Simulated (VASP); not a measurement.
# ZrB2 (P6/mmm) in VASP: further runs, part 2 of 2

VASP 6.6.1.

## (3) Relaxation of cell and atoms, PBE+D3(BJ)

This run uses another cell than the first one, of 10.29 Å³/atom, 1.027 times its volume.

File INCAR:

```
SYSTEM = ZrB2
  PREC = Accurate
  ENCUT = 600
  EDIFF = 1E-6
  ISMEAR = 0
  SIGMA = 0.1
  LREAL = .False.
  LASPH = .True.
  NELM = 100
  ALGO = Normal
  ISIF = 3
  LWAVE = .False.
  LCHARG = .False.
  GGA = PE
  IVDW = 12
  IBRION = 2
  NSW = 70
  EDIFFG = -0.02
```

File KPOINTS:

```
Automatic mesh
0
Gamma
  18 18 14
  0 0 0
```

File POSCAR:

```
ZrB2
1.0
    3.1675250000      0.0000000000      0.0000000000
   -1.5837620000      2.7431570000      0.0000000000
    0.0000000000      0.0000000000      3.5523880000
Zr B
1 2
Direct
    0.0000000000      0.0000000000      0.0000000000
    0.3333330000      0.6666670000      0.5000000000
    0.6666670000      0.3333330000      0.5000000000
```

Potentials or basis: VASP PAW PBE potentials, release 64 (Zr_sv, B).

The run is started by

```console
cat potpaw_PBE.64/Zr_sv/POTCAR potpaw_PBE.64/B/POTCAR > POTCAR
mpirun -np 1 vasp_std > vasp.out
```

OUTCAR:

```text
SYSTEM = ZrB2
   PREC = Accurate
   ENCUT = 600
   EDIFF = 1E-6
   ISMEAR = 0
   LREAL = .False.
   LASPH = .True.
   NELM = 100
   ISIF = 3
   GGA = PE
   IVDW = 12
   IBRION = 2
   NSW = 70
   EDIFFG = -0.02
 IVDW          = 12

 ion  position               nearest neighbor table
   1  0.000  0.000  0.000-   2 2.55   3 2.55   2 2.55   3 2.55   2 2.55   2 2.55   3 2.55   3 2.55
                             3 2.55   3 2.55   2 2.55   2 2.55
   2  0.333  0.667  0.500-   3 1.83   3 1.83   3 1.83   1 2.55   1 2.55   1 2.55   1 2.55   1 2.55
                             1 2.55
   3  0.667  0.333  0.500-   2 1.83   2 1.83   2 1.83   1 2.55   1 2.55   1 2.55   1 2.55   1 2.55
                             1 2.55

  LATTYP: Found a hexagonal cell.
 ALAT       =     3.1675250000
 C/A-ratio  =     1.1215027506

  Lattice vectors:

 A1 = (   3.1675250000,   0.0000000000,   0.0000000000)
 A2 = (  -1.5837620000,   2.7431570000,   0.0000000000)
 A3 = (   0.0000000000,   0.0000000000,   3.5523880000)

Analysis of symmetry for initial positions (statically):
=====================================================================
 Subroutine PRICEL returns:
 Original cell was already a primitive cell.

 Routine SETGRP: Setting up the symmetry group for a
 hexagonal supercell.

 Subroutine GETGRP returns: Found 24 space group operations
 (whereof 24 operations were pure point group operations)
 out of a pool of 24 trial point group operations.

The static configuration has the point symmetry D_6h.

Analysis of symmetry for dynamics (positions and initial velocities):
=====================================================================
 Subroutine PRICEL returns:
 Original cell was already a primitive cell.

 Routine SETGRP: Setting up the symmetry group for a
 hexagonal supercell.

 Subroutine GETGRP returns: Found 24 space group operations
 (whereof 24 operations were pure point group operations)
 out of a pool of 24 trial point group operations.

The dynamic configuration has the point symmetry D_6h.

 Subroutine INISYM returns: Found 24 space group operations
 (whereof 24 operations are pure point group operations),
 and found     1 'primitive' translations

----------------------------------------------------------------------------------------

                                     Primitive cell

  volume of cell :      30.8668

  direct lattice vectors                    reciprocal lattice vectors
     3.167525000  0.000000000  0.000000000     0.315703901  0.182271683  0.000000000
    -1.583762000  2.743157000  0.000000000     0.000000000  0.364543480  0.000000000
     0.000000000  0.000000000  3.552388000     0.000000000  0.000000000  0.281500782

  length of vectors
     3.167525000  3.167524649  3.552388000     0.364543440  0.364543480  0.281500782

  position of ions in fractional coordinates (direct lattice)
     0.000000000  0.000000000  0.000000000
     0.333333000  0.666667000  0.500000000
     0.666667000  0.333333000  0.500000000

  ion indices of the primitive-cell ions
   primitive index   ion index
                 1           1
                 2           2
                 3           3

----------------------------------------------------------------------------------------

 KPOINTS: Automatic mesh

Automatic generation of k-mesh.
 Grid dimensions read from file:
 generate k-points for:   18   18   14

 Generating k-lattice:

  Cartesian coordinates                     Fractional coordinates (reciprocal lattice)
     0.017539106  0.010126205  0.000000000     0.055555556  0.000000000  0.000000000
     0.000000000  0.020252416  0.000000000     0.000000000  0.055555556  0.000000000
     0.000000000  0.000000000  0.020107199     0.000000000  0.000000000  0.071428571

  Length of vectors
     0.020252413  0.020252416  0.020107199

  Shift w.r.t. Gamma in fractional coordinates (k-lattice)
     0.000000000  0.000000000  0.000000000

 Subroutine IBZKPT returns following result:
 ===========================================

 Found    296 irreducible k-points:

 Following reciprocal coordinates:
            Coordinates               Weight
  0.000000  0.000000  0.000000      1.000000
  0.055556  0.000000  0.000000      6.000000
  0.111111  0.000000  0.000000      6.000000
  0.166667  0.000000  0.000000      6.000000
  0.222222  0.000000  0.000000      6.000000
  0.277778 -0.000000  0.000000      6.000000
[... 16 lines left out ...]
  0.333333  0.111111  0.000000     12.000000
  0.388889  0.111111  0.000000     12.000000
 [... further k-points ...]
   k-points           NKPTS =    296   k-points in BZ     NKDIM =    296   number of bands    NBANDS=     13
   number of dos      NEDOS =    301   number of ions     NIONS =      3
   total plane-waves  NPLWV =  21952
   dimension x,y,z NGX =    28 NGY =   28 NGZ =   28
   dimension x,y,z NGXF=    56 NGYF=   56 NGZF=   56
   ions per type =               1   2
   NGX,Y,Z   is equivalent  to a cutoff of  14.70, 14.70, 13.10 a.u.
   NGXF,Y,Z  is equivalent  to a cutoff of  29.39, 29.39, 26.21 a.u.
 SYSTEM =  ZrB2
   PREC   = accura    normal or accurate (medium, high low for compatibility)
   ISTART =      0    job   : 0-new  1-cont  2-samecut
   ICHARG =      2    charge: 1-file 2-atom 10-const
   ISPIN  =      1    spin polarized calculation?
   LNONCOLLINEAR =      F non collinear calculations
   LSORBIT =      F    spin-orbit coupling
   LASPH  =      T    aspherical Exc in radial PAW
   ENCUT  =  600.0 eV  44.10 Ry    6.64 a.u.   6.33  6.33  7.10*2*pi/ulx,y,z
   NELM   =    100;   NELMIN=  2; NELMDL= -5     # of ELM steps
   EDIFF  = 0.1E-05   stopping-criterion for ELM
   LREAL  =      F    real-space projection
   EDIFFG = -.2E-01   stopping-criterion for IOM
   NSW    =     70    number of steps for IOM
   IBRION =      2    ionic relax: 0-MD 1-quasi-New 2-CG
   NFREE  =      1    steps in history (QN), initial steepest desc. (CG)
   ISIF   =      3    stress and relaxation
   ISYM   =      2    0-nonsym 1-usesym 2-fastsym
   POTIM  = 0.5000    time-step for ionic-motion
   TEBEG  =    0.0;   TEEND  =   0.0 temperature during run
   PSTRESS=    0.0 pullay stress
   NELECT =      18.0000    total number of electrons
   NUPDOWN=      -1.0000    fix difference up-down
   EMIN   =  10.00;   EMAX   =-10.00  energy-range for DOS
   EFERMI =   0.00;   METHOD = LEGACY
   ISMEAR =     0;   SIGMA  =   0.10  broadening in eV -4-tet -1-fermi 0-gaus
   EFERMI_NEDOS =   21; number of points for ismear=-14 and -15
   IALGO  =     38    algorithm
   IMIX   =      4    mixing-type and parameters
     AMIX     =   0.40;   BMIX     =  1.00
     AMIX_MAG =   1.60;   BMIX_MAG =  1.00
  volume/ion in A,a.u.               =      10.29        69.43
  Fermi-wavevector in a.u.,A,eV,Ry     =   1.367735  2.584644 25.452406  1.870699
  Thomas-Fermi vector in A             =   2.493761
   LORBIT       =      0    0 simple, 1 ext, 2 COOP (PROOUT), +10 PAW based schemes
   GGA     = PE    functional components
   LHFCALC =     F    Hartree Fock is set to
   AEXX    =    0.0000 exact exchange contribution
   IVDW    =    12    specifies the selected vdW correction
   LEPSILON=     F    determine dielectric tensor
   LRPA    =     F    only Hartree local field effects (RPA)
 conjugate gradient relaxation of ions
 non-spin polarized calculation
 Gauss-broadening in eV      SIGMA  =   0.10
  energy-cutoff  :      600.00
  volume of cell :       30.87
 maximum number of plane-waves:      1046
 NGX is ok and might be reduce to    28
   NGX = 13   NGY = 13   NGZ = 15

--------------------------------------- Ionic step        1  -------------------------------------------

 number of electron      18.0000000 magnetization

 Free energy of the ion-electron system (eV)
  ---------------------------------------------------
  ext. energy  EPLUGINS =         0.00000000
  ---------------------------------------------------
  free energy    TOTEN  =       -24.97963693 eV

  energy without entropy =      -24.97777276  energy(sigma->0) =      -24.97870484

------------------------ aborting loop because EDIFF is reached ----------------------------------------

 Edisp (eV)   -1.16542

 E8    (eV) :    -0.5146
[... 155 lines left out ...]
--------------------------------------- Ionic step        5  -------------------------------------------

 number of electron      18.0000000 magnetization

 Free energy of the ion-electron system (eV)
  ---------------------------------------------------
  ext. energy  EPLUGINS =         0.00000000
  ---------------------------------------------------
  free energy    TOTEN  =       -24.96383538 eV

  energy without entropy =      -24.96204739  energy(sigma->0) =      -24.96294138

 E-fermi :  10.8452     XC(G=0): -12.5490

 val. band max:       10.8189635947   @ k =   0.0556   0.0556   0.2857
 cond. band min:      10.8540670461   @ k =   0.1667   0.1667   0.2143
 fundamental gap:      0.0351034514
 Fermi energy:        10.8451713028

 k-point     1 :       0.0000    0.0000    0.0000
  band No.  band energies     occupation
      1     -37.7823      2.00000
      2     -15.9853      2.00000
      3     -15.3926      2.00000
      4     -15.3926      2.00000
      5      -2.0610      2.00000
      6       8.1089      2.00000
      7       8.1090      2.00000
      8       8.1399      2.00000
      9       8.4284      2.00000
     10      14.2813      0.00000
     11      14.2814      0.00000
     12      15.0577      0.00000
     13      15.0577      0.00000
[... 354 lines left out ...]
  band No.  band energies     occupation
      1     -37.6537      2.00000
      2     -16.3424      2.00000
      3     -15.7949      2.00000
      4     -15.6937      2.00000
      5       1.3818      2.00000
      6       2.9026      2.00000
      7       6.4526      2.00000
      8       6.9808      2.00000
      9       9.3290      2.00000
     10      11.1764      0.00000
     11      14.1973      0.00000
     12      15.4232      0.00000
     13      15.9858      0.00000

 [... further k-points ...]

------------------------ aborting loop because EDIFF is reached ----------------------------------------

 Edisp (eV)   -1.19708

 E8    (eV) :    -0.5286
[... 26 lines left out ...]
  FREE ENERGIE OF THE ION-ELECTRON SYSTEM (eV)
  ---------------------------------------------------
  free  energy   TOTEN  =       -26.1609174543 eV

  energy  without entropy=      -26.1591294639  energy(sigma->0) =      -26.16002346

 reached required accuracy - stopping structural energy minimisation
```

Run time: 2.8 min. Hardware: 1 thread of Intel Xeon 6975P-C (Granite Rapids), shared host; peak memory 0.3 GiB.

Results:

| Property | Result |
| --- | --- |
| Free energy | -26.1609 eV |
| Relaxed volume | 10.02 Å³/atom |
| Relaxed cell | a = 3.145 Å, b = 3.145 Å, c = 3.509 Å, α = 90.00°, β = 90.00°, γ = 120.00° |
| Space group after relaxing (to 0.05 Å) | P6/mmm (No. 191) |
| Energy gained by relaxing | 5.3 meV/atom |
| Ionic steps | 5 |
| Pressure after relaxing | 0.1 GPa |
| Band gap on the k mesh | zero (band 9 reaches 11.45 eV, above the bottom of band 10 at 10.25 eV) |
| Dispersion energy per atom | -0.399 eV |

Step by step:
```csv
step,energy change (eV),largest force (eV/Å),pressure (GPa),volume (Å³)
1,0.0000,0.0000,-6.11,30.87
2,0.0079,0.0000,8.39,29.15
3,-0.0156,0.0000,0.04,30.08
4,-0.0156,0.0000,0.14,30.06
5,-0.0159,0.0000,0.10,30.06
```

Final structure:
```xyz
3
Lattice="3.1451 0.0000 0.0000 -1.5725 2.7237 0.0000 0.0000 0.0000 3.5095" Properties=species:S:1:pos:R:3 pbc="T T T"
Zr    0.0000    0.0000    3.5095
B     0.0000    1.8158    1.7547
B     1.5725    0.9079    1.7547
```

Caveat: pairwise dispersion overbinds metals, which lowers pressure and volume.
